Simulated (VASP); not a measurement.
# Cu (Fd-3m) in VASP: notebook

The runs below take Cu through single point, with PBEsol.

Everything below comes from runs of VASP 6.6.1. Logs are shortened: lines on timing, memory, paths and dates and some standing lists are left out, and cuts for length are marked.

## Step 1: The cell of the first run

The structure is cubic, space group Fd-3m (No. 227). Conventional cell: a = 5.300 Å, b = 5.300 Å, c = 5.300 Å, α = 90.00°, β = 90.00°, γ = 90.00°. Within 3.0 Å of Cu (site symmetry -43m) lie 4 Cu at 2.29 Å.

This isn't the form of Cu at room conditions, which is fcc.

## Step 2: Single point, PBEsol (18.61 Å³/atom)

File INCAR:

```
ALGO = Normal
EDIFF = 1E-6
ENCUT = 520
GGA = PS
ISIF = 2
ISMEAR = -1
LASPH = True
LCHARG = True
LELF = True
LREAL = False
LVHAR = True
LWAVE = False
NBANDS = 18
NELM = 100
PREC = Accurate
SIGMA = 0.1
```

File KPOINTS:

```
k-points
0
Gamma
  17 17 17
```

File POSCAR:

```
Cu
1.0
    0.0000000000      2.6499883000      2.6499883000
    2.6499883000      0.0000000000      2.6499883000
    2.6499883000      2.6499883000      0.0000000000
Cu
2
Direct
    0.1250000000      0.1250000000      0.1250000000
    0.8750000000      0.8750000000      0.8750000000
```

Potentials or basis: VASP PAW PBE potentials, release 64 (Cu).

The run is started by

```bash
$ cat potpaw_PBE.64/Cu/POTCAR > POTCAR
$ mpirun -np 1 vasp_std > vasp.out
```

OUTCAR:

```text
EDIFF = 1E-6
   ENCUT = 520
   GGA = PS
   ISIF = 2
   ISMEAR = -1
   LASPH = True
   LREAL = False
   NELM = 100
   PREC = Accurate

 ion  position               nearest neighbor table
   1  0.125  0.125  0.125-   2 2.29   2 2.29   2 2.29   2 2.29
   2  0.875  0.875  0.875-   1 2.29   1 2.29   1 2.29   1 2.29

  LATTYP: Found a face centered cubic cell.
 ALAT       =     5.2999766000

  Lattice vectors:

 A1 = (   0.0000000000,   2.6499883000,   2.6499883000)
 A2 = (   2.6499883000,   0.0000000000,   2.6499883000)
 A3 = (   2.6499883000,   2.6499883000,   0.0000000000)

Analysis of symmetry for initial positions (statically):
=====================================================================
 Subroutine PRICEL returns:
 Original cell was already a primitive cell.

 Routine SETGRP: Setting up the symmetry group for a
 face centered cubic supercell.

 Subroutine GETGRP returns: Found 48 space group operations
 (whereof 12 operations were pure point group operations)
 out of a pool of 48 trial point group operations.

The static configuration has the point symmetry D_3d.
 The point group associated with its full space group is O_h .

Analysis of symmetry for dynamics (positions and initial velocities):
=====================================================================
 Subroutine PRICEL returns:
 Original cell was already a primitive cell.

 Routine SETGRP: Setting up the symmetry group for a
 face centered cubic supercell.

 Subroutine GETGRP returns: Found 48 space group operations
 (whereof 12 operations were pure point group operations)
 out of a pool of 48 trial point group operations.

The dynamic configuration has the point symmetry D_3d.
 The point group associated with its full space group is O_h .

 Subroutine INISYM returns: Found 48 space group operations
 (whereof 12 operations are pure point group operations),
 and found     1 'primitive' translations

----------------------------------------------------------------------------------------

                                     Primitive cell

  volume of cell :      37.2188

  direct lattice vectors                    reciprocal lattice vectors
     0.000000000  2.649988300  2.649988300    -0.188680078  0.188680078  0.188680078
     2.649988300  0.000000000  2.649988300     0.188680078 -0.188680078  0.188680078
     2.649988300  2.649988300  0.000000000     0.188680078  0.188680078 -0.188680078

  length of vectors
     3.747649394  3.747649394  3.747649394     0.326803482  0.326803482  0.326803482

  position of ions in fractional coordinates (direct lattice)
     0.125000000  0.125000000  0.125000000
     0.875000000  0.875000000  0.875000000

  ion indices of the primitive-cell ions
   primitive index   ion index
                 1           1
                 2           2

----------------------------------------------------------------------------------------

 KPOINTS: k-points

Automatic generation of k-mesh.
 Grid dimensions read from file:
 generate k-points for:   17   17   17

 Generating k-lattice:

  Cartesian coordinates                     Fractional coordinates (reciprocal lattice)
    -0.011098828  0.011098828  0.011098828     0.058823529  0.000000000  0.000000000
     0.011098828 -0.011098828  0.011098828     0.000000000  0.058823529  0.000000000
     0.011098828  0.011098828 -0.011098828     0.000000000  0.000000000  0.058823529

  Length of vectors
     0.019223734  0.019223734  0.019223734

  Shift w.r.t. Gamma in fractional coordinates (k-lattice)
     0.000000000  0.000000000  0.000000000

 Subroutine IBZKPT returns following result:
 ===========================================

 Found    165 irreducible k-points:

 Following reciprocal coordinates:
            Coordinates               Weight
  0.000000  0.000000  0.000000      1.000000
  0.058824  0.000000  0.000000      8.000000
  0.117647  0.000000  0.000000      8.000000
  0.176471  0.000000  0.000000      8.000000
  0.235294  0.000000  0.000000      8.000000
  0.294118  0.000000  0.000000      8.000000
[... 16 lines left out ...]
 -0.176471  0.058824  0.000000     24.000000
 -0.117647  0.058824  0.000000     24.000000
 [... further k-points ...]
   k-points           NKPTS =    165   k-points in BZ     NKDIM =    165   number of bands    NBANDS=     18
   number of dos      NEDOS =    301   number of ions     NIONS =      2
   total plane-waves  NPLWV =  21952
   dimension x,y,z NGX =    28 NGY =   28 NGZ =   28
   dimension x,y,z NGXF=    56 NGYF=   56 NGZF=   56
   ions per type =               2
   NGX,Y,Z   is equivalent  to a cutoff of  12.42, 12.42, 12.42 a.u.
   NGXF,Y,Z  is equivalent  to a cutoff of  24.84, 24.84, 24.84 a.u.
 SYSTEM =  unknown system
   PREC   = accura    normal or accurate (medium, high low for compatibility)
   ISTART =      0    job   : 0-new  1-cont  2-samecut
   ICHARG =      2    charge: 1-file 2-atom 10-const
   ISPIN  =      1    spin polarized calculation?
   LNONCOLLINEAR =      F non collinear calculations
   LSORBIT =      F    spin-orbit coupling
   LASPH  =      T    aspherical Exc in radial PAW
   ENCUT  =  520.0 eV  38.22 Ry    6.18 a.u.   6.97  6.97  6.97*2*pi/ulx,y,z
   NELM   =    100;   NELMIN=  2; NELMDL= -5     # of ELM steps
   EDIFF  = 0.1E-05   stopping-criterion for ELM
   LREAL  =      F    real-space projection
   EDIFFG = 0.1E-04   stopping-criterion for IOM
   NSW    =      0    number of steps for IOM
   IBRION =     -1    ionic relax: 0-MD 1-quasi-New 2-CG
   NFREE  =      0    steps in history (QN), initial steepest desc. (CG)
   ISIF   =      2    stress and relaxation
   ISYM   =      2    0-nonsym 1-usesym 2-fastsym
   POTIM  = 0.5000    time-step for ionic-motion
   TEBEG  =    0.0;   TEEND  =   0.0 temperature during run
   PSTRESS=    0.0 pullay stress
   NELECT =      22.0000    total number of electrons
   NUPDOWN=      -1.0000    fix difference up-down
   EMIN   =  10.00;   EMAX   =-10.00  energy-range for DOS
   EFERMI =   0.00;   METHOD = LEGACY
   ISMEAR =    -1;   SIGMA  =   0.10  broadening in eV -4-tet -1-fermi 0-gaus
   EFERMI_NEDOS =   21; number of points for ismear=-14 and -15
   IALGO  =     38    algorithm
   IMIX   =      4    mixing-type and parameters
     AMIX     =   0.40;   BMIX     =  1.00
     AMIX_MAG =   1.60;   BMIX_MAG =  1.00
  volume/ion in A,a.u.               =      18.61       125.58
  Fermi-wavevector in a.u.,A,eV,Ry     =   1.373921  2.596334 25.683160  1.887659
  Thomas-Fermi vector in A             =   2.499394
   LORBIT       =      0    0 simple, 1 ext, 2 COOP (PROOUT), +10 PAW based schemes
   GGA     = PS    functional components
   LHFCALC =     F    Hartree Fock is set to
   AEXX    =    0.0000 exact exchange contribution
   IVDW    =     0    specifies the selected vdW correction
   LEPSILON=     F    determine dielectric tensor
   LRPA    =     F    only Hartree local field effects (RPA)
 non-spin polarized calculation
  energy-cutoff  :      520.00
  volume of cell :       37.22
 maximum number of plane-waves:      1018
   NGX = 13   NGY = 13   NGZ = 13

 number of electron      22.0000028 magnetization

 Free energy of the ion-electron system (eV)
  ---------------------------------------------------
  ext. energy  EPLUGINS =         0.00000000
  ---------------------------------------------------
  free energy    TOTEN  =        -6.24956828 eV

  energy without entropy =       -6.22320141  energy(sigma->0) =       -6.23638485

 E-fermi :   2.8130     XC(G=0): -10.2063

 val. band max:        2.8050784544   @ k =   0.4706   0.0588   0.0000
 cond. band min:       2.8726197912   @ k =  -0.4118   0.1176   0.0000
 fundamental gap:      0.0675413368
 Fermi energy:         2.8130369332

 k-point     1 :       0.0000    0.0000    0.0000
  band No.  band energies     occupation
      1      -3.6168      2.00000
      2      -0.2232      2.00000
      3      -0.2232      2.00000
      4      -0.2232      2.00000
      5      -0.1963      2.00000
      6      -0.1963      2.00000
[... 10 lines left out ...]
     17      13.6174      0.00000
     18      15.8239      0.00000

 k-point     2 :       0.0588    0.0000    0.0000
  band No.  band energies     occupation
      1      -3.5612      2.00000
      2      -0.2690      2.00000
      3      -0.2690      2.00000
      4      -0.2219      2.00000
      5      -0.1409      2.00000
      6      -0.1409      2.00000
[... 10 lines left out ...]
     17      14.0925      0.00000
     18      15.9962      0.00000

 k-point     3 :       0.1176    0.0000    0.0000
  band No.  band energies     occupation
      1      -3.3959      2.00000
      2      -0.3115      2.00000
      3      -0.3115      2.00000
      4      -0.2174      2.00000
      5      -0.0731      2.00000
      6      -0.0731      2.00000
[... 10 lines left out ...]
     17      14.5807      0.00000
     18      16.2758      0.00000

 k-point     4 :       0.1765    0.0000    0.0000
  band No.  band energies     occupation
      1      -3.1255      2.00000
      2      -0.3366      2.00000
      3      -0.3366      2.00000
      4      -0.2078      2.00000
      5      -0.0150      2.00000
      6      -0.0150      2.00000
[... 375 lines left out ...]
      4      -0.1890      2.00000
      5      -0.0098      2.00000
      6       0.0794      2.00000
[... 10 lines left out ...]
     17      14.8539      0.00000
     18      16.3288      0.00000

 k-point    23 :      -0.1765    0.0588    0.0000
  band No.  band energies     occupation
      1      -2.9656      2.00000
      2      -0.3871      2.00000
      3      -0.2970      2.00000
      4      -0.2033      2.00000
      5      -0.0295      2.00000
      6       0.0469      2.00000
[... 10 lines left out ...]
     17      15.2944      0.00000
     18      16.0041      0.00000

 k-point    24 :      -0.1176    0.0588    0.0000
  band No.  band energies     occupation
      1      -3.2684      2.00000
      2      -0.3654      2.00000
      3      -0.2865      2.00000
      4      -0.2117      2.00000
      5      -0.0735      2.00000
      6      -0.0094      2.00000
[... 10 lines left out ...]
     17      15.1779      0.00000
     18      15.9542      0.00000

 [... further k-points ...]
[... 5 lines left out ...]
  --------------------------------------------------------------------------------------
  -------------------------------------------------------------------------------------
  Total       -0.5551055     -0.5551055     -0.5551055      0.0000000     -0.0000000     -0.0000000
  in kB      -23.8959491    -23.8959491    -23.8959491      0.0000000     -0.0000000     -0.0000000
  external PRESSURE =     -23.8959491 kB  Pullay stress =       0.0000000 kB

 VOLUME and BASIS-vectors are now :
 -----------------------------------------------------------------------------
  energy-cutoff  :      520.00
  volume of cell :       37.22
      direct lattice vectors                 reciprocal lattice vectors
     0.000000000  2.649988300  2.649988300    -0.188680078  0.188680078  0.188680078
     2.649988300  0.000000000  2.649988300     0.188680078 -0.188680078  0.188680078
     2.649988300  2.649988300  0.000000000     0.188680078  0.188680078 -0.188680078

 POSITION                                       TOTAL-FORCE (eV/Angst)
 -----------------------------------------------------------------------------------
      0.66250      0.66250      0.66250        -0.000000     -0.000000     -0.000000
      4.63748      4.63748      4.63748         0.000000      0.000000      0.000000
 -----------------------------------------------------------------------------------
    total drift:                                0.000000      0.000000     -0.000000

  FREE ENERGIE OF THE ION-ELECTRON SYSTEM (eV)
  ---------------------------------------------------
  free  energy   TOTEN  =        -6.2495682827 eV

  energy  without entropy=       -6.2232014103  energy(sigma->0) =       -6.23638485
```

It took 2.9 min on 1 thread of AMD EPYC 7R13, shared host; peak memory 0.19 GiB.

What came out:

```
Free energy            : -6.2496 eV
Pressure               : -2.4 GPa
Band gap on the k mesh : zero (bands 11 and 12 overlap by 0.80 eV)
```

Caveat: the PAW data sets were made with another functional, which shifts forces and pressure a little.

## Step 3: Single point, PBEsol (19.33 Å³/atom)

This run uses another cell than the first one, of 19.33 Å³/atom.

File INCAR:

```
SYSTEM = Cu
ALGO = Normal
EDIFF = 1E-7
ENCUT = 520
GGA = PS
ISIF = 2
ISMEAR = -1
LASPH = .True.
LCHARG = .False.
LREAL = .False.
LWAVE = .False.
NBANDS = 18
NELM = 80
PREC = Accurate
SIGMA = 0.1
```

File KPOINTS:

```
k-points
0
Gamma
  17 17 17
  0 0 0
```

File POSCAR:

```
Cu
1.0
    0.0000000000      2.6835360171      2.6835360171
    2.6835360171      0.0000000000      2.6835360171
    2.6835360171      2.6835360171      0.0000000000
Cu
2
Direct
    0.1250000000      0.1250000000      0.1250000000
    0.8750000000      0.8750000000      0.8750000000
```

Potentials or basis: VASP PAW PBE potentials, release 64 (Cu).

The run is started by

```bash
$ cat potpaw_PBE.64/Cu/POTCAR > POTCAR
$ mpirun -np 1 vasp_std > vasp.out
```

Run time: 3.7 min. Hardware: 1 thread of AMD EPYC 7R13, shared host; peak memory 0.19 GiB.

It converged, with:

| Quantity | Value |
| --- | --- |
| Free energy | -6.2229 eV |
| Pressure | -4.0 GPa |
| Band gap on the k mesh | zero (bands 11 and 12 overlap by 0.78 eV) |

Levels at points of the mesh, in eV from the Fermi level:
```csv
k point,band 7,band 8,band 9,band 10,band 11,band 12,band 13,band 14,band 15,band 16
"(0.00, 0.00, 0.00)",-1.83,-1.83,-1.83,-1.19,-1.19,9.66,9.66,9.66,10.58,10.58
```

Caveat: the cell stands under tension; the PAW data sets were made with another functional, which shifts forces and pressure a little.

## Step 4: Single point, PBEsol (20.04 Å³/atom)

This run uses another cell than the first one, of 20.04 Å³/atom.

File INCAR:

```
ALGO     = Normal         # electronic algorithm
EDIFF    = 1E-6           # SCF threshold, eV
ENCUT    = 520            # plane-wave cutoff, eV
GGA      = PS             # functional
ISIF     = 2              # what is computed and relaxed
ISMEAR   = -1             # smearing method
LASPH    = True           # aspherical terms in the spheres
LCHARG   = False          # write CHGCAR
LREAL    = False          # projectors in reciprocal space
LWAVE    = False          # write WAVECAR
NBANDS   = 18             # bands
NELM     = 80             # most SCF steps
PREC     = Accurate       # precision mode
SIGMA    = 0.1            # smearing width, eV
```

File KPOINTS:

```
k-points
0
Gamma
  17 17 17
```

File POSCAR:

```
Cu
1.0
    0.0000000000      2.7162652917      2.7162652917
    2.7162652917      0.0000000000      2.7162652917
    2.7162652917      2.7162652917      0.0000000000
Cu
2
Direct
    0.1250000000      0.1250000000      0.1250000000
    0.8750000000      0.8750000000      0.8750000000
```

Potentials or basis: VASP PAW PBE potentials, release 64 (Cu).

The run is started by

```bash
$ cat potpaw_PBE.64/Cu/POTCAR > POTCAR
$ mpirun -np 1 vasp_std > vasp.out
```

OUTCAR:

```text
EDIFF = 1E-6
   ENCUT = 520
   GGA = PS
   ISIF = 2
   ISMEAR = -1
   LASPH = True
   LREAL = False
   NELM = 80
   PREC = Accurate

 ion  position               nearest neighbor table
   1  0.125  0.125  0.125-   2 2.35   2 2.35   2 2.35   2 2.35
   2  0.875  0.875  0.875-   1 2.35   1 2.35   1 2.35   1 2.35

  LATTYP: Found a face centered cubic cell.
 ALAT       =     5.4325305834

  Lattice vectors:

 A1 = (   0.0000000000,   2.7162652917,   2.7162652917)
[... 190 lines left out ...]
      3      -0.5587      2.00000
      4      -0.5587      2.00000
      5      -0.5233      2.00000
      6      -0.5233      2.00000
[... 481 lines left out ...]
      5      -0.4179      2.00000
      6      -0.3617      2.00000
[... 10 lines left out ...]
     17      14.0026      0.00000
     18      14.9282      0.00000

 [... further k-points ...]
[... 5 lines left out ...]
  --------------------------------------------------------------------------------------
  -------------------------------------------------------------------------------------
  Total       -1.4088442     -1.4088442     -1.4088442      0.0000000     -0.0000000     -0.0000000
  in kB      -56.3153796    -56.3153796    -56.3153796      0.0000000     -0.0000000     -0.0000000
  external PRESSURE =     -56.3153796 kB  Pullay stress =       0.0000000 kB

 VOLUME and BASIS-vectors are now :
 -----------------------------------------------------------------------------
  energy-cutoff  :      520.00
  volume of cell :       40.08
      direct lattice vectors                 reciprocal lattice vectors
     0.000000000  2.716265292  2.716265292    -0.184076276  0.184076276  0.184076276
     2.716265292  0.000000000  2.716265292     0.184076276 -0.184076276  0.184076276
     2.716265292  2.716265292  0.000000000     0.184076276  0.184076276 -0.184076276

 POSITION                                       TOTAL-FORCE (eV/Angst)
 -----------------------------------------------------------------------------------
      0.67907      0.67907      0.67907         0.000000      0.000000      0.000000
      4.75346      4.75346      4.75346        -0.000000     -0.000000     -0.000000
 -----------------------------------------------------------------------------------
    total drift:                               -0.000000      0.000000      0.000000

  FREE ENERGIE OF THE ION-ELECTRON SYSTEM (eV)
  ---------------------------------------------------
  free  energy   TOTEN  =        -6.1809679911 eV

  energy  without entropy=       -6.1540862197  energy(sigma->0) =       -6.16752711
```

OSZICAR:

```text
N       E                     dE             d eps       ncg     rms          rms(c)
DAV:   1     0.131565906333E+03    0.13157E+03   -0.10124E+04  5972   0.180E+03
DAV:   2    -0.159003795396E+01   -0.13316E+03   -0.12543E+03  5952   0.271E+02
DAV:   3    -0.752175475538E+01   -0.59317E+01   -0.56860E+01  6780   0.837E+01
DAV:   4    -0.760406139482E+01   -0.82307E-01   -0.82228E-01  7168   0.105E+01
DAV:   5    -0.760542664577E+01   -0.13653E-02   -0.13652E-02  7280   0.114E+00    0.107E+01
DAV:   6    -0.758106870883E+01    0.24358E-01   -0.17822E+01  7068   0.102E+02    0.784E+00
DAV:   7    -0.619156101506E+01    0.13895E+01   -0.44516E+00  6808   0.487E+01    0.544E-01
DAV:   8    -0.619171322348E+01   -0.15221E-03   -0.17225E-01  8288   0.765E+00    0.911E-01
DAV:   9    -0.618148229153E+01    0.10231E-01   -0.49096E-02  7584   0.482E+00    0.189E-01
DAV:  10    -0.618103957349E+01    0.44272E-03   -0.14224E-03  8546   0.739E-01    0.681E-02
DAV:  11    -0.618096857669E+01    0.70997E-04   -0.17552E-04  8588   0.261E-01    0.739E-03
DAV:  12    -0.618096814143E+01    0.43526E-06   -0.12966E-05  8772   0.576E-02    0.574E-03
DAV:  13    -0.618096799114E+01    0.15029E-06   -0.54170E-07  3696   0.147E-02
   1 F= -.61809680E+01 E0= -.61675271E+01  d E =-.268818E-01
```

Wall time 3.6 min (1 thread of AMD EPYC 7R13, shared host); peak memory 0.21 GiB.

What came out:

```yaml
Free_energy: -6.1810 eV
Pressure: -5.6 GPa
Band_gap_on_the_k_mesh: zero (bands 11 and 12 overlap by 0.76 eV)
```

Caveat: the cell stands under tension; the PAW data sets were made with another functional, which shifts forces and pressure a little.

## Step 5: Summary

| cell | gap on the mesh (eV) | pressure (GPa) |
| --- | --- | --- |
| a = 3.748 Å, angles 60.0°, 2 atoms | none | -2.4 |
| a = 3.795 Å, angles 60.0°, 2 atoms | none | -4.0 |
| a = 3.841 Å, angles 60.0°, 2 atoms | none | -5.6 |

Alike in all rows: task single point; level PBEsol; potentials or basis VASP PAW PBE potentials, release 64 (Cu); no spin polarisation; k mesh 17 × 17 × 17; cutoff (eV) 520; smearing fermi-dirac 0.1 eV.

Caveats: the PAW data sets were made with another functional, which shifts forces and pressure a little; the cell stands under tension (at least some runs).

Total energies depend on the potentials used, so only differences within one code and one set of settings carry meaning.

The gap in the log of VASP goes by the Fermi energy; the results here count the filled bands.